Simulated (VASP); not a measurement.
# GaP (R-3m) in VASP: a series of runs

GaP is run at these levels: PBEsol; tasks: single point.

Everything below comes from runs of VASP 6.6.1. Logs are shortened: lines on timing, memory, paths and dates and some standing lists are left out, and cuts for length are marked.

### 1 The cell of the first run

The structure is trigonal, space group R-3m (No. 166). The conventional cell has a = 3.886 Å, b = 3.886 Å, c = 19.292 Å, α = 90.00°, β = 90.00°, γ = 120.00°. Ga (site symmetry 3m) has 3 P at 2.40 Å and 1 Ga at 2.49 Å within 3.2 Å. Within 2.9 Å of P (site symmetry 3m) lie 1 P at 2.21 Å and 3 Ga at 2.40 Å.

### 2 Single point, PBEsol

The input, INCAR:

```
ALGO = Normal ; EDIFF = 1E-6
ENCUT = 520 ; GGA = PS
ISIF = 2 ; ISMEAR = 0
LASPH = T ; LCHARG = F
LREAL = F ; LWAVE = F
NBANDS = 26 ; NELM = 60
PREC = Accurate ; SIGMA = 0.01
```

The input, KPOINTS:

```
k-points
0
Gamma
  2 2 2
```

The input, POSCAR:

```
GaP
1.0
    1.9430151800      1.1218003300      6.4308101000
   -1.9430151800      1.1218003300      6.4308101000
    0.0000000000     -2.2436006700      6.4308101000
Ga P
2 2
Direct
    0.4353720004      0.4353720004      0.4353719985
    0.5646280011      0.5646280011      0.5646279986
    0.0573890000      0.0573890000      0.0573889997
    0.9426110015      0.9426110015      0.9426109973
```

Potentials or basis: VASP PAW PBE potentials, release 64 (Ga_d, P).

On the command line:

```console
> cat potpaw_PBE.64/Ga_d/POTCAR potpaw_PBE.64/P/POTCAR > POTCAR
> mpirun -np 1 vasp_std > vasp.out
```

OUTCAR:

```text
EDIFF = 1E-6
   ENCUT = 520
   GGA = PS
   ISIF = 2
   ISMEAR = 0
   LASPH = T
   LREAL = F
   NELM = 60
   PREC = Accurate

 ion  position               nearest neighbor table
   1  0.435  0.435  0.435-   3 2.40   3 2.40   3 2.40   2 2.49
   2  0.565  0.565  0.565-   4 2.40   4 2.40   4 2.40   1 2.49
   3  0.057  0.057  0.057-   4 2.21   1 2.40   1 2.40   1 2.40
   4  0.943  0.943  0.943-   3 2.21   2 2.40   2 2.40   2 2.40

  LATTYP: Found a trigonal (rhomboedric) cell.
 ALAT       =     6.8109516598
 COS(alpha) =     0.8372328404

  Lattice vectors:

 A1 = (   1.9430151800,   1.1218003300,   6.4308101000)
 A2 = (  -1.9430151800,   1.1218003300,   6.4308101000)
 A3 = (   0.0000000000,  -2.2436006700,   6.4308101000)

Analysis of symmetry for initial positions (statically):
=====================================================================
 Subroutine PRICEL returns:
 Original cell was already a primitive cell.

 Routine SETGRP: Setting up the symmetry group for a
 trigonal (rhombohedral) supercell.

 Subroutine GETGRP returns: Found 12 space group operations
 (whereof 12 operations were pure point group operations)
 out of a pool of 12 trial point group operations.

The static configuration has the point symmetry D_3d.

Analysis of symmetry for dynamics (positions and initial velocities):
=====================================================================
 Subroutine PRICEL returns:
 Original cell was already a primitive cell.

 Routine SETGRP: Setting up the symmetry group for a
 trigonal (rhombohedral) supercell.

 Subroutine GETGRP returns: Found 12 space group operations
 (whereof 12 operations were pure point group operations)
 out of a pool of 12 trial point group operations.

The dynamic configuration has the point symmetry D_3d.

 Subroutine INISYM returns: Found 12 space group operations
 (whereof 12 operations are pure point group operations),
 and found     1 'primitive' translations

----------------------------------------------------------------------------------------

                                     Primitive cell

  volume of cell :      84.1025

[... 65 lines left out ...]
   ISPIN  =      1    spin polarized calculation?
   LNONCOLLINEAR =      F non collinear calculations
   LSORBIT =      F    spin-orbit coupling
   LASPH  =      T    aspherical Exc in radial PAW
   ENCUT  =  520.0 eV  38.22 Ry    6.18 a.u.  12.66 12.66 12.66*2*pi/ulx,y,z
   NELM   =     60;   NELMIN=  2; NELMDL= -5     # of ELM steps
   EDIFF  = 0.1E-05   stopping-criterion for ELM
   LREAL  =      F    real-space projection
   EDIFFG = 0.1E-04   stopping-criterion for IOM
   NSW    =      0    number of steps for IOM
   IBRION =     -1    ionic relax: 0-MD 1-quasi-New 2-CG
   NFREE  =      0    steps in history (QN), initial steepest desc. (CG)
   ISIF   =      2    stress and relaxation
   ISYM   =      2    0-nonsym 1-usesym 2-fastsym
   POTIM  = 0.5000    time-step for ionic-motion
   TEBEG  =    0.0;   TEEND  =   0.0 temperature during run
   PSTRESS=    0.0 pullay stress
   NELECT =      36.0000    total number of electrons
   NUPDOWN=      -1.0000    fix difference up-down
   EMIN   =  10.00;   EMAX   =-10.00  energy-range for DOS
   EFERMI =   0.00;   METHOD = LEGACY
   ISMEAR =     0;   SIGMA  =   0.01  broadening in eV -4-tet -1-fermi 0-gaus
   EFERMI_NEDOS =   21; number of points for ismear=-14 and -15
   IALGO  =     38    algorithm
   IMIX   =      4    mixing-type and parameters
     AMIX     =   0.40;   BMIX     =  1.00
     AMIX_MAG =   1.60;   BMIX_MAG =  1.00
  volume/ion in A,a.u.               =      21.03       141.89
  Fermi-wavevector in a.u.,A,eV,Ry     =   1.233785  2.331515 20.711129  1.522225
  Thomas-Fermi vector in A             =   2.368501
   LORBIT       =      0    0 simple, 1 ext, 2 COOP (PROOUT), +10 PAW based schemes
   GGA     = PS    functional components
   LHFCALC =     F    Hartree Fock is set to
   AEXX    =    0.0000 exact exchange contribution
   IVDW    =     0    specifies the selected vdW correction
   LEPSILON=     F    determine dielectric tensor
   LRPA    =     F    only Hartree local field effects (RPA)
 non-spin polarized calculation
 Gauss-broadening in eV      SIGMA  =   0.01
  energy-cutoff  :      520.00
  volume of cell :       84.10
 maximum number of plane-waves:      2276
 NGX is ok and might be reduce to    54
   NGX = 25   NGY = 25   NGZ = 25

 number of electron      36.0000008 magnetization

 Free energy of the ion-electron system (eV)
  ---------------------------------------------------
  ext. energy  EPLUGINS =         0.00000000
  ---------------------------------------------------
  free energy    TOTEN  =       -16.89339467 eV

  energy without entropy =      -16.89339467  energy(sigma->0) =      -16.89339467

 E-fermi :   4.7995     XC(G=0):  -9.7559

 val. band max:        4.7364430847   @ k =   0.0000   0.0000   0.0000
 cond. band min:       5.4086487074   @ k =   0.5000   0.5000   0.0000
 fundamental gap:      0.6722056227
 Fermi energy:         4.7994768574

 k-point     1 :       0.0000    0.0000    0.0000
  band No.  band energies     occupation
      1     -10.2064      2.00000
      2     -10.0754      2.00000
      3     -10.0754      2.00000
      4     -10.0577      2.00000
      5     -10.0577      2.00000
      6     -10.0119      2.00000
[... 105 lines left out ...]
     25      10.7422      0.00000
     26      11.0226      0.00000

------------------------ aborting loop because EDIFF is reached ----------------------------------------

  FORCE on cell =-STRESS in cart. coord.  units (eV):
  Direction    XX          YY          ZZ          XY          YZ          ZX
  --------------------------------------------------------------------------------------
  -------------------------------------------------------------------------------------
  Total        2.0644641      2.0644641     -2.7823375      0.0000000      0.0000000      0.0000000
  in kB       39.3286675     39.3286672    -53.0043723      0.0000000      0.0000000      0.0000000
  external PRESSURE =       8.5509875 kB  Pullay stress =       0.0000000 kB

 VOLUME and BASIS-vectors are now :
 -----------------------------------------------------------------------------
  energy-cutoff  :      520.00
  volume of cell :       84.10
      direct lattice vectors                 reciprocal lattice vectors
     1.943015180  1.121800330  6.430810100     0.257332009  0.148570705  0.051833801
    -1.943015180  1.121800330  6.430810100    -0.257332009  0.148570705  0.051833801
     0.000000000 -2.243600670  6.430810100     0.000000000 -0.297141410  0.051833801

 POSITION                                       TOTAL-FORCE (eV/Angst)
 -----------------------------------------------------------------------------------
      0.00000     -0.00000      8.39938         0.000000     -0.000000      0.300767
      0.00000     -0.00000     10.89305         0.000000      0.000000     -0.300767
      0.00000      0.00000      1.10717         0.000000      0.000000     -0.377128
      0.00000     -0.00000     18.18526         0.000000     -0.000000      0.377128
 -----------------------------------------------------------------------------------
    total drift:                                0.000000     -0.000005     -0.000000

  FREE ENERGIE OF THE ION-ELECTRON SYSTEM (eV)
  ---------------------------------------------------
  free  energy   TOTEN  =       -16.8933946688 eV

  energy  without entropy=      -16.8933946688  energy(sigma->0) =      -16.89339467
```

It took 50 s on 1 thread of Intel Xeon Platinum 8488C (Sapphire Rapids), shared host; peak memory 0.36 GiB.

Results:

* Free energy: -16.8934 eV
* Pressure: 0.9 GPa
* Largest force: 0.377 eV/Å
* Band gap on the k mesh: 0.67 eV, indirect (least direct gap 0.91 eV)

Forces on the atoms (eV/Å):
```
Ga   0.000  0.000  0.301
Ga   0.000  0.000 -0.301
P    0.000  0.000 -0.377
P    0.000  0.000  0.377
```

Caveat: the k points lie up to 0.95 Å⁻¹ apart; the PAW data sets were made with another functional, which shifts forces and pressure a little.

### 3 Single point, PBEsol

The input, INCAR:

```
SYSTEM = GaP
  ALGO = Normal
  EDIFF = 1E-7
  ENCUT = 520
  GGA = PS
  ISIF = 2
  ISMEAR = 0
  LASPH = .True.
  LCHARG = .False.
  LREAL = .False.
  LWAVE = .False.
  NBANDS = 26
  NELM = 60
  PREC = Accurate
  SIGMA = 0.01
```

The input, KPOINTS:

```
k-points
0
Gamma
  4 4 4
  0 0 0
```

POSCAR is that of step 2.

Potentials or basis: VASP PAW PBE potentials, release 64 (Ga_d, P).

On the command line:

```console
> cat potpaw_PBE.64/Ga_d/POTCAR potpaw_PBE.64/P/POTCAR > POTCAR
> mpirun -np 1 vasp_std > vasp.out
```

Wall time 1.8 min (1 thread of Intel Xeon Platinum 8488C (Sapphire Rapids), shared host); peak memory 0.38 GiB.

It converged, with:

```yaml
Free_energy: -19.1531 eV
Pressure: -2.6 GPa
Largest_force: 0.078 eV/Å
Band_gap_on_the_k_mesh: 0.73 eV, indirect (least direct gap 1.01 eV)
```

Forces in eV/Å, atoms in the order of the input:
```
Ga   0.000  0.000  0.036
Ga   0.000  0.000 -0.036
P    0.000  0.000  0.078
P    0.000  0.000 -0.078
```

Stress tensor (GPa, compression positive):
```
-2.44  0.00  0.00
 0.00 -2.44  0.00
 0.00  0.00 -3.05
```

Levels at points of the mesh, in eV from the valence-band top:
```tsv
k point	band 16	band 17	band 18	band 19	band 20	band 21
(0.00, 0.00, 0.00)	-0.27	0.00	0.00	1.01	1.44	2.69
(0.50, 0.00, 0.00)	-2.85	-2.72	-1.76	1.51	2.61	3.57
(0.50, 0.50, 0.00)	-3.12	-1.22	-0.52	0.73	1.36	1.44
(0.50, 0.50, 0.50)	-1.71	-0.26	-0.26	1.02	2.28	3.79
```

Caveat: the k points lie up to 0.47 Å⁻¹ apart; the PAW data sets were made with another functional, which shifts forces and pressure a little.
